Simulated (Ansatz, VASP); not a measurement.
## One calculation of Cd, two programs

INCAR

```
PREC = Accurate
ENCUT = 520
EDIFF = 1E-6
ISMEAR = 0
SIGMA = 0.1
LREAL = False
LASPH = True
NELM = 80
ALGO = Fast
ISIF = 2
LWAVE = False
LCHARG = False
GGA = PS
NBANDS = 32
```

The input KPOINTS:

```
Automatic mesh
0
Gamma
  15 15 4
```

The input POSCAR:

```
Cd
1.0
    3.0767362403      0.0000000000      0.0000000000
   -1.5383681201      2.6645317448      0.0000000000
    0.0000000000      0.0000000000     10.2192016145
Cd
4
Direct
    0.0000000000      0.0000000000      0.0135581366
    0.3333333300      0.6666666700      0.2500000000
    0.0000000000      0.0000000000      0.4864418634
    0.6666666700      0.3333333300      0.7500000000
```

Input for Ansatz:

```yaml
crystal:
  lattice:
    - [3.0767362403, 0.0, 0.0]
    - [-1.5383681201, 2.6645317448, 0.0]
    - [0.0, 0.0, 10.2192016145]
  atoms:
    - { symbol: Cd, position: [0.0, 0.0, 0.0135581366] }
    - { symbol: Cd, position: [0.33333333, 0.66666667, 0.25] }
    - { symbol: Cd, position: [0.0, 0.0, 0.4864418634] }
    - { symbol: Cd, position: [0.66666667, 0.33333333, 0.75] }
basis:
  ecutwfc: 420
kpoints:
  mp_grid: { grid: [15, 15, 4] }
hamiltonian:
  xc: pbesol
scf:
  occupations: { method: gaussian, width: 0.1 }
output:
  forces: true
  stress: true
  eigenvalues: true
```

Alike in both runs: task single point; functional PBEsol; k mesh 15 × 15 × 4; occupations gaussian, width 0.1 eV; no spin polarisation.

|  | VASP | Ansatz |
| --- | --- | --- |
| version | VASP 6.6.1 | Ansatz 0.2.0 |
| potentials or method | VASP PAW PBE potentials, release 64 (Cd), cutoff 520 eV | scalar-relativistic, plane waves, PAW |
| valence electrons in the cell | 48 | 80 |

|  | VASP | Ansatz | Ansatz less VASP |
| --- | --- | --- | --- |
| gap on the k mesh at the Fermi level (eV) | none | none | - |
| pressure (GPa) | 0.7 | 0.3 | -0.35 |
| traceless stress, the component that is largest in VASP (GPa) | 0.54 | 0.55 | +0.009 |
| rms of the force components (eV/Å) | 0.165 | 0.158 | -0.0060 |

VASP's potentials were made for PBE, not for PBEsol. Atom by atom the forces differ by 0.006 eV/Å (rms over components). A gap of «none» marks a metal or a gap that the smearing closes. The functional is the same, so the differences come from potentials, cutoffs and numerics. VASP's potentials hold 48 valence electrons a cell and Ansatz's 80, so a difference there can come from the potentials and not from the codes.
